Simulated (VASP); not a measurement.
# SnTe (Pm-3m) in VASP: single point with PBE

Aim: the single point of SnTe with PBE.

Everything below comes from runs of VASP 6.6.1. Logs are shortened: lines on timing, memory, paths and dates and some standing lists are left out, and cuts for length are marked.

## 1. The cell of the first run

The structure is cubic, space group Pm-3m (No. 221). Conventional cell: a = 3.892 Å, b = 3.892 Å, c = 3.892 Å, α = 90.00°, β = 90.00°, γ = 90.00°. Within 4.4 Å of Sn (site symmetry m-3m) lie 8 Te at 3.37 Å and 6 Sn at 3.89 Å. Within 4.4 Å of Te (site symmetry m-3m) lie 8 Sn at 3.37 Å and 6 Te at 3.89 Å.

## 2. Single point, PBE, non-collinear spin, zero start, spin-orbit coupling

The input, INCAR:

```
ALGO     = Normal         # electronic algorithm
EDIFF    = 1E-6           # SCF threshold, eV
ENCUT    = 500            # plane-wave cutoff, eV
GGA      = PE             # functional
GGA_COMPAT= False        
ISIF     = 2              # what is computed and relaxed
ISMEAR   = -1             # smearing method
LASPH    = True           # aspherical terms in the spheres
LCHARG   = False          # write CHGCAR
LORBIT   = 11             # projections on sites
LORBMOM  = True         
LREAL    = False          # projectors in reciprocal space
LSORBIT  = True           # spin-orbit coupling
LWAVE    = False          # write WAVECAR
MAGMOM   = 0 0 0 0 0 0    # initial moments
NBANDS   = 32             # bands
NELM     = 200            # most SCF steps
PREC     = Accurate       # precision mode
SIGMA    = 0.02           # smearing width, eV
```

The input, KPOINTS:

```
k-points
0
Gamma
  4 4 4
```

The input, POSCAR:

```
SnTe
1.0
    3.8918236295      0.0000000000      0.0000000000
    0.0000000000      3.8918236295      0.0000000000
    0.0000000000      0.0000000000      3.8918236295
Sn Te
1 1
Direct
    0.0000000000      0.0000000000      0.0000000000
    0.5000000000      0.5000000000      0.5000000000
```

Potentials or basis: VASP PAW PBE potentials, release 64 (Sn_d, Te).

Command:

```bash
$ cat potpaw_PBE.64/Sn_d/POTCAR potpaw_PBE.64/Te/POTCAR > POTCAR
$ mpirun -np 1 vasp_ncl > vasp.out
```

OUTCAR:

```text
EDIFF = 1E-6
   ENCUT = 500
   GGA = PE
   ISIF = 2
   ISMEAR = -1
   LASPH = True
   LORBIT = 11
   LREAL = False
   LSORBIT = True
   NELM = 200
   PREC = Accurate

 ion  position               nearest neighbor table
   1  0.000  0.000  0.000-   2 3.37   2 3.37   2 3.37   2 3.37   2 3.37   2 3.37   2 3.37   2 3.37

   2  0.500  0.500  0.500-   1 3.37   1 3.37   1 3.37   1 3.37   1 3.37   1 3.37   1 3.37   1 3.37

  LATTYP: Found a simple cubic cell.
 ALAT       =     3.8918236295

  Lattice vectors:

 A1 = (   3.8918236295,   0.0000000000,   0.0000000000)
 A2 = (   0.0000000000,   3.8918236295,   0.0000000000)
 A3 = (   0.0000000000,   0.0000000000,   3.8918236295)

Analysis of symmetry for initial positions (statically):
=====================================================================
 Subroutine PRICEL returns:
 Original cell was already a primitive cell.

 Routine SETGRP: Setting up the symmetry group for a
 simple cubic supercell.

 Subroutine GETGRP returns: Found 48 space group operations
 (whereof 48 operations were pure point group operations)
 out of a pool of 48 trial point group operations.

The static configuration has the point symmetry O_h .

Analysis of symmetry for dynamics (positions and initial velocities):
=====================================================================
 Subroutine PRICEL returns:
 Original cell was already a primitive cell.

 Routine SETGRP: Setting up the symmetry group for a
 simple cubic supercell.

 Subroutine GETGRP returns: Found 48 space group operations
 (whereof 48 operations were pure point group operations)
 out of a pool of 48 trial point group operations.

The dynamic configuration has the point symmetry O_h .

Analysis of structural, dynamic, and magnetic symmetry:
=====================================================================
 Subroutine PRICEL returns:
 Original cell was already a primitive cell.

 Routine SETGRP: Setting up the symmetry group for a
 simple cubic supercell.

 Subroutine GETGRP returns: Found 48 space group operations
 (whereof 48 operations were pure point group operations)
 out of a pool of 48 trial point group operations.

The overall configuration has the point symmetry O_h .

 Subroutine INISYM returns: Found 48 space group operations
 (whereof 48 operations are pure point group operations),
 and found     1 'primitive' translations

----------------------------------------------------------------------------------------

                                     Primitive cell

  volume of cell :      58.9467

  direct lattice vectors                    reciprocal lattice vectors
     3.891823630  0.000000000  0.000000000     0.256948951  0.000000000  0.000000000
     0.000000000  3.891823630  0.000000000     0.000000000  0.256948951  0.000000000
     0.000000000  0.000000000  3.891823630     0.000000000  0.000000000  0.256948951

  length of vectors
     3.891823630  3.891823630  3.891823630     0.256948951  0.256948951  0.256948951

  position of ions in fractional coordinates (direct lattice)
     0.000000000  0.000000000  0.000000000
     0.500000000  0.500000000  0.500000000

  ion indices of the primitive-cell ions
   primitive index   ion index
                 1           1
                 2           2

----------------------------------------------------------------------------------------

 KPOINTS: k-points

Automatic generation of k-mesh.
 Grid dimensions read from file:
 generate k-points for:    4    4    4

 Generating k-lattice:

  Cartesian coordinates                     Fractional coordinates (reciprocal lattice)
     0.064237238  0.000000000  0.000000000     0.250000000  0.000000000  0.000000000
     0.000000000  0.064237238  0.000000000     0.000000000  0.250000000  0.000000000
     0.000000000  0.000000000  0.064237238     0.000000000  0.000000000  0.250000000

  Length of vectors
     0.064237238  0.064237238  0.064237238

  Shift w.r.t. Gamma in fractional coordinates (k-lattice)
     0.000000000  0.000000000  0.000000000

 Subroutine IBZKPT returns following result:
 ===========================================

 Found     10 irreducible k-points:

 Following reciprocal coordinates:
            Coordinates               Weight
  0.000000  0.000000  0.000000      1.000000
  0.250000  0.000000  0.000000      6.000000
  0.500000  0.000000  0.000000      3.000000
  0.250000  0.250000  0.000000     12.000000
  0.500000  0.250000  0.000000     12.000000
[... 37 lines left out ...]
   EFERMI =   0.00;   METHOD = LEGACY
   ISMEAR =    -1;   SIGMA  =   0.02  broadening in eV -4-tet -1-fermi 0-gaus
   EFERMI_NEDOS =   21; number of points for ismear=-14 and -15
   IALGO  =     38    algorithm
   IMIX   =      4    mixing-type and parameters
     AMIX     =   0.40;   BMIX     =  1.00
     AMIX_MAG =   1.60;   BMIX_MAG =  1.00
  volume/ion in A,a.u.               =      29.47       198.90
  Fermi-wavevector in a.u.,A,eV,Ry     =   1.141822  2.157730 17.738692  1.303757
  Thomas-Fermi vector in A             =   2.278521
   LORBIT       =     11    0 simple, 1 ext, 2 COOP (PROOUT), +10 PAW based schemes
   GGA     = PE    functional components
   LHFCALC =     F    Hartree Fock is set to
   AEXX    =    0.0000 exact exchange contribution
   IVDW    =     0    specifies the selected vdW correction
   LEPSILON=     F    determine dielectric tensor
   LRPA    =     F    only Hartree local field effects (RPA)
  energy-cutoff  :      500.00
  volume of cell :       58.95
 maximum number of plane-waves:      3028
   NGX = 15   NGY = 15   NGZ = 15

 number of electron      19.9999990 magnetization      -0.0000000     -0.0000000     -0.0000000

 number of electron      19.9999990 magnetization       0.0000000      0.0000000      0.0000000

 number of electron      19.9999990 magnetization       0.0000000      0.0000000     -0.0000000

 number of electron      19.9999990 magnetization      -0.0000000     -0.0000000      0.0000000

 Free energy of the ion-electron system (eV)
  ---------------------------------------------------
  ext. energy  EPLUGINS =         0.00000000
  ---------------------------------------------------
  free energy    TOTEN  =        -7.07917463 eV

  energy without entropy =       -7.07039845  energy(sigma->0) =       -7.07478654

 E-fermi :   7.1103     XC(G=0):  -9.9187

 val. band max:        7.1003173419   @ k =   0.5000   0.2500   0.0000
 cond. band min:       7.1523342850   @ k =   0.5000   0.0000   0.0000
 fundamental gap:      0.0520169431
 Fermi energy:         7.1102513899

 k-point     1 :       0.0000    0.0000    0.0000
  band No.  band energies     occupation
      1     -14.9464      1.00000
      2     -14.9464      1.00000
      3     -14.9464      1.00000
      4     -14.9464      1.00000
      5     -13.9171      1.00000
      6     -13.9171      1.00000
[... 339 lines left out ...]
     31      21.4643      0.00000
     32      21.4644      0.00000

------------------------ aborting loop because EDIFF is reached ----------------------------------------

  FORCE on cell =-STRESS in cart. coord.  units (eV):
  Direction    XX          YY          ZZ          XY          YZ          ZX
  --------------------------------------------------------------------------------------
  -------------------------------------------------------------------------------------
  Total        0.0126727      0.0126727      0.0126727      0.0000000      0.0000000     -0.0000000
  in kB        0.3444463      0.3444463      0.3444463      0.0000000      0.0000000     -0.0000000
  external PRESSURE =       0.3444463 kB  Pullay stress =       0.0000000 kB

 VOLUME and BASIS-vectors are now :
 -----------------------------------------------------------------------------
  energy-cutoff  :      500.00
  volume of cell :       58.95
      direct lattice vectors                 reciprocal lattice vectors
     3.891823630  0.000000000  0.000000000     0.256948951  0.000000000  0.000000000
     0.000000000  3.891823630  0.000000000     0.000000000  0.256948951  0.000000000
     0.000000000  0.000000000  3.891823630     0.000000000  0.000000000  0.256948951

 POSITION                                       TOTAL-FORCE (eV/Angst)
 -----------------------------------------------------------------------------------
      0.00000      0.00000      0.00000         0.000000      0.000000      0.000000
      1.94591      1.94591      1.94591         0.000000      0.000000      0.000000
 -----------------------------------------------------------------------------------
    total drift:                               -0.000000     -0.000000     -0.000000

  FREE ENERGIE OF THE ION-ELECTRON SYSTEM (eV)
  ---------------------------------------------------
  free  energy   TOTEN  =        -7.0791746296 eV

  energy  without entropy=       -7.0703984535  energy(sigma->0) =       -7.07478654

 orbital moment (x)

 # of ion     p       d       tot
 ----------------------------------------
  1         0.000  -0.000   0.000
  2        -0.000   0.000  -0.000
 ----------------------------------------
           -0.000  -0.000  -0.000

 orbital moment (y)

 # of ion     p       d       tot
 ----------------------------------------
  1         0.000   0.000   0.000
  2         0.000   0.000   0.000
 ----------------------------------------
            0.000   0.000   0.000

 orbital moment (z)

 # of ion     p       d       tot
 ----------------------------------------
  1         0.000  -0.000  -0.000
  2         0.000  -0.000  -0.000
 ----------------------------------------
            0.000  -0.000  -0.000

 Spin-Orbit-Coupling matrix elements

 Ion:    1  E_soc:     -0.0940633
 l=   1
     0.0000000    -0.0095293    -0.0095293
    -0.0095293     0.0000000    -0.0095293
    -0.0095293    -0.0095293     0.0000000
 l=   2
     0.0000000    -0.0012434     0.0000000    -0.0012434    -0.0049046
    -0.0012434     0.0000000    -0.0036784    -0.0012434    -0.0012261
     0.0000000    -0.0036784     0.0000000    -0.0036784     0.0000000
    -0.0012434    -0.0012434    -0.0036784     0.0000000    -0.0012261
    -0.0049046    -0.0012261     0.0000000    -0.0012261     0.0000000
 l=   3
     0.0000000     0.0000000     0.0000000     0.0000000     0.0000000     0.0000000     0.0000000
     0.0000000     0.0000000     0.0000000     0.0000000     0.0000000     0.0000000     0.0000000
     0.0000000     0.0000000     0.0000000     0.0000000     0.0000000     0.0000000     0.0000000
     0.0000000     0.0000000     0.0000000     0.0000000     0.0000000     0.0000000     0.0000000
     0.0000000     0.0000000     0.0000000     0.0000000     0.0000000     0.0000000     0.0000000
     0.0000000     0.0000000     0.0000000     0.0000000     0.0000000     0.0000000     0.0000000
     0.0000000     0.0000000     0.0000000     0.0000000     0.0000000     0.0000000     0.0000000

 Ion:    2  E_soc:     -0.2625757
 l=   1
     0.0000000    -0.0436489    -0.0436489
    -0.0436489     0.0000000    -0.0436489
    -0.0436489    -0.0436489     0.0000000
 l=   2
     0.0000000    -0.0000284     0.0000000    -0.0000284    -0.0000853
    -0.0000284     0.0000000    -0.0000640    -0.0000284    -0.0000213
     0.0000000    -0.0000640     0.0000000    -0.0000640     0.0000000
    -0.0000284    -0.0000284    -0.0000640     0.0000000    -0.0000213
    -0.0000853    -0.0000213     0.0000000    -0.0000213     0.0000000
 l=   3
     0.0000000     0.0000000     0.0000000     0.0000000     0.0000000     0.0000000     0.0000000
     0.0000000     0.0000000     0.0000000     0.0000000     0.0000000     0.0000000     0.0000000
     0.0000000     0.0000000     0.0000000     0.0000000     0.0000000     0.0000000     0.0000000
     0.0000000     0.0000000     0.0000000     0.0000000     0.0000000     0.0000000     0.0000000
     0.0000000     0.0000000     0.0000000     0.0000000     0.0000000     0.0000000     0.0000000
     0.0000000     0.0000000     0.0000000     0.0000000     0.0000000     0.0000000     0.0000000
     0.0000000     0.0000000     0.0000000     0.0000000     0.0000000     0.0000000     0.0000000

 total charge

# of ion       s       p       d       tot
------------------------------------------
    1        1.365   0.701   9.971  12.036
    2        1.398   1.886   0.033   3.317
--------------------------------------------------
tot          2.763   2.587  10.004  15.353

 magnetization (x)

# of ion       s       p       d       tot
------------------------------------------
    1        0.000   0.000   0.000   0.000
    2        0.000  -0.000   0.000   0.000
--------------------------------------------------
tot          0.000   0.000   0.000   0.000

 magnetization (y)

# of ion       s       p       d       tot
------------------------------------------
    1       -0.000   0.000  -0.000  -0.000
    2        0.000  -0.000   0.000  -0.000
--------------------------------------------------
tot         -0.000  -0.000  -0.000  -0.000

 magnetization (z)

# of ion       s       p       d       tot
------------------------------------------
    1       -0.000   0.000  -0.000  -0.000
    2       -0.000  -0.000  -0.000  -0.000
--------------------------------------------------
tot         -0.000  -0.000  -0.000  -0.000
```

It took 21 s on 1 thread of Intel Xeon 6975P-C (Granite Rapids), shared host; peak memory 0.25 GiB.

What came out:

| Item | Value |
| --- | --- |
| Free energy | -7.0792 eV |
| Pressure | 0.0 GPa |
| Net moment | 0.00 μB per cell |
| Valence electrons inside the program's atomic spheres | Sn 12.04; Te 3.32 |

Moments on the atoms (μB; x, y, z):
```
Sn  0.00 0.00 0.00
Te  0.00 0.00 0.00
```

Caveat: the k points lie up to 0.40 Å⁻¹ apart.
